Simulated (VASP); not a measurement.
# Yb (Im-3m) in VASP: notebook

Yb is run at these levels: LDA; tasks: single point.

Everything below comes from runs of VASP 6.6.1. Logs are shortened: lines on timing, memory, paths and dates and some standing lists are left out, and cuts for length are marked.

### 1 The cell of the first run

Symmetry: Im-3m, No. 229, cubic system. Conventional cell: a = 4.303 Å, b = 4.303 Å, c = 4.303 Å, α = 90.00°, β = 90.00°, γ = 90.00°. Within 4.9 Å of Yb (site symmetry m-3m) lie 14 Yb at 3.73 to 4.30 Å.

### 2 Single point, LDA

INCAR reads:

```
SYSTEM = Yb
ALGO     = Normal         ! electronic algorithm
EDIFF    = 1E-6           ! SCF threshold, eV
ENCUT    = 520            ! plane-wave cutoff, eV
GGA      = CA             ! functional
ISIF     = 2              ! what is computed and relaxed
ISMEAR   = 0              ! smearing method
LASPH    = .TRUE.         ! aspherical terms in the spheres
LCHARG   = .FALSE.        ! write CHGCAR
LREAL    = .FALSE.        ! projectors in reciprocal space
LWAVE    = .FALSE.        ! write WAVECAR
NBANDS   = 18             ! bands
NELM     = 80             ! most SCF steps
PREC     = Accurate       ! precision mode
SIGMA    = 0.05           ! smearing width, eV
```

KPOINTS reads:

```
k-points
0
G
  7 7 7
  0 0 0
```

POSCAR reads:

```
Yb
1.0
   -2.1514830000      2.1514830000      2.1514830000
    2.1514830000     -2.1514830000      2.1514830000
    2.1514830000      2.1514830000     -2.1514830000
Yb
1
Direct
    0.0000000000      0.0000000000      0.0000000000
```

Potentials or basis: VASP PAW PBE potentials, release 64 (Yb).

On the command line:

```sh
cat potpaw_PBE.64/Yb/POTCAR > POTCAR
mpirun -np 1 vasp_std > vasp.out
```

OUTCAR:

```text
SYSTEM = Yb
   EDIFF = 1E-6
   ENCUT = 520
   GGA = CA
   ISIF = 2
   ISMEAR = 0
   LASPH = .TRUE.
   LREAL = .FALSE.
   NELM = 80
   PREC = Accurate

 ion  position               nearest neighbor table
   1  0.000  0.000  0.000-

  LATTYP: Found a body centered cubic cell.
 ALAT       =     4.3029660000

  Lattice vectors:

 A1 = (  -2.1514830000,   2.1514830000,   2.1514830000)
 A2 = (   2.1514830000,  -2.1514830000,   2.1514830000)
 A3 = (   2.1514830000,   2.1514830000,  -2.1514830000)

Analysis of symmetry for initial positions (statically):
=====================================================================
 Subroutine PRICEL returns:
 Original cell was already a primitive cell.

 Routine SETGRP: Setting up the symmetry group for a
 body centered cubic supercell.

 Subroutine GETGRP returns: Found 48 space group operations
 (whereof 48 operations were pure point group operations)
 out of a pool of 48 trial point group operations.

The static configuration has the point symmetry O_h .

Analysis of symmetry for dynamics (positions and initial velocities):
=====================================================================
 Subroutine PRICEL returns:
 Original cell was already a primitive cell.

 Routine SETGRP: Setting up the symmetry group for a
 body centered cubic supercell.

 Subroutine GETGRP returns: Found 48 space group operations
 (whereof 48 operations were pure point group operations)
 out of a pool of 48 trial point group operations.

The dynamic configuration has the point symmetry O_h .

 Subroutine INISYM returns: Found 48 space group operations
 (whereof 48 operations are pure point group operations),
 and found     1 'primitive' translations

----------------------------------------------------------------------------------------

                                     Primitive cell

  volume of cell :      39.8358

  direct lattice vectors                    reciprocal lattice vectors
    -2.151483000  2.151483000  2.151483000     0.000000000  0.232397839  0.232397839
     2.151483000 -2.151483000  2.151483000     0.232397839  0.000000000  0.232397839
     2.151483000  2.151483000 -2.151483000     0.232397839  0.232397839  0.000000000

  length of vectors
     3.726477868  3.726477868  3.726477868     0.328660176  0.328660176  0.328660176

  position of ions in fractional coordinates (direct lattice)
     0.000000000  0.000000000  0.000000000

  ion indices of the primitive-cell ions
   primitive index   ion index
                 1           1

----------------------------------------------------------------------------------------

 KPOINTS: k-points

Automatic generation of k-mesh.
 Grid dimensions read from file:
 generate k-points for:    7    7    7

 Generating k-lattice:

  Cartesian coordinates                     Fractional coordinates (reciprocal lattice)
     0.000000000  0.033199691  0.033199691     0.142857143  0.000000000  0.000000000
     0.033199691  0.000000000  0.033199691     0.000000000  0.142857143  0.000000000
     0.033199691  0.033199691  0.000000000     0.000000000  0.000000000  0.142857143

  Length of vectors
     0.046951454  0.046951454  0.046951454

  Shift w.r.t. Gamma in fractional coordinates (k-lattice)
     0.000000000  0.000000000  0.000000000

 Subroutine IBZKPT returns following result:
 ===========================================

 Found     20 irreducible k-points:

 Following reciprocal coordinates:
            Coordinates               Weight
  0.000000  0.000000  0.000000      1.000000
  0.142857  0.000000  0.000000     12.000000
  0.285714  0.000000  0.000000     12.000000
  0.428571  0.000000  0.000000     12.000000
  0.142857  0.142857  0.000000     24.000000
  0.285714  0.142857  0.000000     48.000000
[... 12 lines left out ...]
 -0.428571 -0.428571  0.285714      8.000000
 -0.428571  0.428571  0.428571      6.000000
   k-points           NKPTS =     20   k-points in BZ     NKDIM =     20   number of bands    NBANDS=     18
   number of dos      NEDOS =    301   number of ions     NIONS =      1
   total plane-waves  NPLWV =  21952
   dimension x,y,z NGX =    28 NGY =   28 NGZ =   28
   dimension x,y,z NGXF=    56 NGYF=   56 NGZF=   56
   ions per type =               1
   NGX,Y,Z   is equivalent  to a cutoff of  12.49, 12.49, 12.49 a.u.
   NGXF,Y,Z  is equivalent  to a cutoff of  24.98, 24.98, 24.98 a.u.
 SYSTEM =  Yb
   PREC   = accura    normal or accurate (medium, high low for compatibility)
   ISTART =      0    job   : 0-new  1-cont  2-samecut
   ICHARG =      2    charge: 1-file 2-atom 10-const
   ISPIN  =      1    spin polarized calculation?
   LNONCOLLINEAR =      F non collinear calculations
   LSORBIT =      F    spin-orbit coupling
   LASPH  =      T    aspherical Exc in radial PAW
   ENCUT  =  520.0 eV  38.22 Ry    6.18 a.u.   6.93  6.93  6.93*2*pi/ulx,y,z
   NELM   =     80;   NELMIN=  2; NELMDL= -5     # of ELM steps
   EDIFF  = 0.1E-05   stopping-criterion for ELM
   LREAL  =      F    real-space projection
   EDIFFG = 0.1E-04   stopping-criterion for IOM
   NSW    =      0    number of steps for IOM
   IBRION =     -1    ionic relax: 0-MD 1-quasi-New 2-CG
   NFREE  =      0    steps in history (QN), initial steepest desc. (CG)
   ISIF   =      2    stress and relaxation
   ISYM   =      2    0-nonsym 1-usesym 2-fastsym
   POTIM  = 0.5000    time-step for ionic-motion
   TEBEG  =    0.0;   TEEND  =   0.0 temperature during run
   PSTRESS=    0.0 pullay stress
   NELECT =      24.0000    total number of electrons
   NUPDOWN=      -1.0000    fix difference up-down
   EMIN   =  10.00;   EMAX   =-10.00  energy-range for DOS
   EFERMI =   0.00;   METHOD = LEGACY
   ISMEAR =     0;   SIGMA  =   0.05  broadening in eV -4-tet -1-fermi 0-gaus
   EFERMI_NEDOS =   21; number of points for ismear=-14 and -15
   IALGO  =     38    algorithm
   IMIX   =      4    mixing-type and parameters
     AMIX     =   0.40;   BMIX     =  1.00
     AMIX_MAG =   1.60;   BMIX_MAG =  1.00
  volume/ion in A,a.u.               =      39.84       268.83
  Fermi-wavevector in a.u.,A,eV,Ry     =   1.382677  2.612880 26.011550  1.911795
  Thomas-Fermi vector in A             =   2.507346
   LORBIT       =      0    0 simple, 1 ext, 2 COOP (PROOUT), +10 PAW based schemes
   GGA     = CA    functional components
   LHFCALC =     F    Hartree Fock is set to
   AEXX    =    0.0000 exact exchange contribution
   IVDW    =     0    specifies the selected vdW correction
   LEPSILON=     F    determine dielectric tensor
   LRPA    =     F    only Hartree local field effects (RPA)
 non-spin polarized calculation
 Gauss-broadening in eV      SIGMA  =   0.05
  energy-cutoff  :      520.00
  volume of cell :       39.84
 maximum number of plane-waves:      1085
   NGX = 13   NGY = 13   NGZ = 13

 number of electron      24.0000000 magnetization

 Free energy of the ion-electron system (eV)
  ---------------------------------------------------
  ext. energy  EPLUGINS =         0.00000000
  ---------------------------------------------------
  free energy    TOTEN  =        -4.00092163 eV

  energy without entropy =       -3.99961334  energy(sigma->0) =       -4.00026748

 E-fermi :   0.9736     XC(G=0):  -9.2986

 val. band max:        0.9615325439   @ k =  -0.4286  -0.4286   0.2857
 cond. band min:       1.1603125189   @ k =  -0.4286  -0.4286   0.1429
 fundamental gap:      0.1987799749
 Fermi energy:         0.9735725677

 k-point     1 :       0.0000    0.0000    0.0000
  band No.  band energies     occupation
      1     -50.5074      2.00000
      2     -22.9369      2.00000
      3     -22.9369      2.00000
      4     -22.9369      2.00000
      5      -3.9185      2.00000
      6       0.5930      2.00000
[... 10 lines left out ...]
     17       5.4111      0.00000
     18      11.3179      0.00000

 k-point     2 :       0.1429    0.0000    0.0000
  band No.  band energies     occupation
      1     -50.5052      2.00000
      2     -22.9852      2.00000
      3     -22.9530      2.00000
      4     -22.9369      2.00000
      5      -3.4710      2.00000
      6       0.5955      2.00000
[... 10 lines left out ...]
     17       5.4235      0.00000
     18      11.6290      0.00000

 k-point     3 :       0.2857    0.0000    0.0000
  band No.  band energies     occupation
      1     -50.5003      2.00000
      2     -23.0914      2.00000
      3     -22.9889      2.00000
      4     -22.9367      2.00000
      5      -2.2695      2.00000
      6       0.6021      2.00000
[... 10 lines left out ...]
     17       5.5878      0.00000
     18      10.0196      0.00000

 k-point     4 :       0.4286    0.0000    0.0000
  band No.  band energies     occupation
      1     -50.4963      2.00000
      2     -23.1743      2.00000
      3     -23.0174      2.00000
      4     -22.9366      2.00000
      5      -0.8923      2.00000
      6       0.5994      2.00000
[... 10 lines left out ...]
     17       7.1560      0.00000
     18       8.1961      0.00000

 k-point     5 :       0.1429    0.1429    0.0000
  band No.  band energies     occupation
      1     -50.5016      2.00000
      2     -23.0580      2.00000
      3     -22.9719      2.00000
      4     -22.9482      2.00000
      5      -2.6360      2.00000
      6       0.5958      2.00000
[... 10 lines left out ...]
     17       5.7210      0.00000
     18      10.6277      0.00000

 k-point     6 :       0.2857    0.1429    0.0000
  band No.  band energies     occupation
      1     -50.4972      2.00000
      2     -23.1373      2.00000
      3     -23.0148      2.00000
      4     -22.9524      2.00000
      5      -1.2376      2.00000
      6       0.6000      2.00000
[... 223 lines left out ...]
 k-point    17 :      -0.2857    0.2857    0.2857
  band No.  band energies     occupation
      1     -50.4940      2.00000
      2     -23.0850      2.00000
      3     -23.0452      2.00000
      4     -23.0452      2.00000
      5      -0.8322      2.00000
      6       0.5751      2.00000
[... 10 lines left out ...]
     17       5.4741      0.00000
     18       9.8833      0.00000

 k-point    18 :      -0.4286    0.4286    0.2857
  band No.  band energies     occupation
      1     -50.4905      2.00000
      2     -23.1353      2.00000
      3     -23.0761      2.00000
      4     -23.0496      2.00000
      5       0.3117      2.00000
      6       0.5826      2.00000
[... 10 lines left out ...]
     17       6.7943      0.00000
     18       8.3539      0.00000

 k-point    19 :      -0.4286   -0.4286    0.2857
  band No.  band energies     occupation
      1     -50.4889      2.00000
      2     -23.1206      2.00000
      3     -23.1206      2.00000
      4     -23.0577      2.00000
      5       0.5989      2.00000
      6       0.5989      2.00000
[... 10 lines left out ...]
     17       7.0351      0.00000
     18       8.0180      0.00000

 k-point    20 :      -0.4286    0.4286    0.4286
  band No.  band energies     occupation
      1     -50.4873      2.00000
      2     -23.1160      2.00000
      3     -23.1082      2.00000
      4     -23.1082      2.00000
      5       0.5954      2.00000
      6       0.6030      2.00000
[... 10 lines left out ...]
     17       6.8620      0.00000
     18       8.0190      0.00000

------------------------ aborting loop because EDIFF is reached ----------------------------------------

  FORCE on cell =-STRESS in cart. coord.  units (eV):
  Direction    XX          YY          ZZ          XY          YZ          ZX
  --------------------------------------------------------------------------------------
  -------------------------------------------------------------------------------------
  Total       -1.1429019     -1.1429019     -1.1429019      0.0000000      0.0000000      0.0000000
  in kB      -45.9669588    -45.9669588    -45.9669588      0.0000000      0.0000000      0.0000000
  external PRESSURE =     -45.9669588 kB  Pullay stress =       0.0000000 kB

 VOLUME and BASIS-vectors are now :
 -----------------------------------------------------------------------------
  energy-cutoff  :      520.00
  volume of cell :       39.84
      direct lattice vectors                 reciprocal lattice vectors
    -2.151483000  2.151483000  2.151483000     0.000000000  0.232397839  0.232397839
     2.151483000 -2.151483000  2.151483000     0.232397839  0.000000000  0.232397839
     2.151483000  2.151483000 -2.151483000     0.232397839  0.232397839  0.000000000

 POSITION                                       TOTAL-FORCE (eV/Angst)
 -----------------------------------------------------------------------------------
      0.00000      0.00000      0.00000         0.000000     -0.000000      0.000000
 -----------------------------------------------------------------------------------
    total drift:                               -0.000000     -0.000000     -0.000000

  FREE ENERGIE OF THE ION-ELECTRON SYSTEM (eV)
  ---------------------------------------------------
  free  energy   TOTEN  =        -4.0009216254 eV

  energy  without entropy=       -3.9996133356  energy(sigma->0) =       -4.00026748
```

Wall time 52 s (1 thread of Intel Xeon 6975P-C, shared host); peak memory 0.16 GiB.

Results:

```
Free energy            : -4.0009 eV
Pressure               : -4.6 GPa
Band gap on the k mesh : zero (band 12 reaches 1.19 eV, above the bottom of band 13 at 0.90 eV)
```

Caveat: the PAW data sets were made with another functional, which shifts forces and pressure a little; spin-orbit coupling is left out, which moves the levels of the heavy elements. Spin polarisation is off, so any magnetic state and its effect on volume and gap are missing.

### 3 Single point, LDA

INCAR reads:

```
PREC = Accurate
ENCUT = 520
EDIFF = 1E-6
ISMEAR = 0
SIGMA = 0.05
LREAL = False
LASPH = True
NELM = 80
ALGO = Normal
ISIF = 2
LWAVE = False
LCHARG = False
GGA = CA
NBANDS = 18
```

KPOINTS reads:

```
regular mesh
0
Gamma
  7 7 7
```

POSCAR is that of step 2.

Potentials or basis: VASP PAW PBE potentials, release 64 (Yb).

On the command line:

```sh
cat potpaw_PBE.64/Yb/POTCAR > POTCAR
mpirun -np 1 vasp_std > vasp.out
```

Wall time 48 s (1 thread of Intel Xeon 6975P-C, shared host); peak memory 0.16 GiB.

It converged, with:

```
Free energy            : -4.0009 eV
Pressure               : -4.6 GPa
Band gap on the k mesh : zero (band 12 reaches 1.19 eV, above the bottom of band 13 at 0.90 eV)
```

Levels at points of the mesh, in eV from the Fermi level:
```tsv
k point	band 10	band 11	band 12	band 13	band 14	band 15
(0.00, 0.00, 0.00)	-0.26	-0.26	-0.24	2.68	2.68	2.68
```

Caveat: the PAW data sets were made with another functional, which shifts forces and pressure a little; spin-orbit coupling is left out, which moves the levels of the heavy elements. Spin polarisation is off, so any magnetic state and its effect on volume and gap are missing.
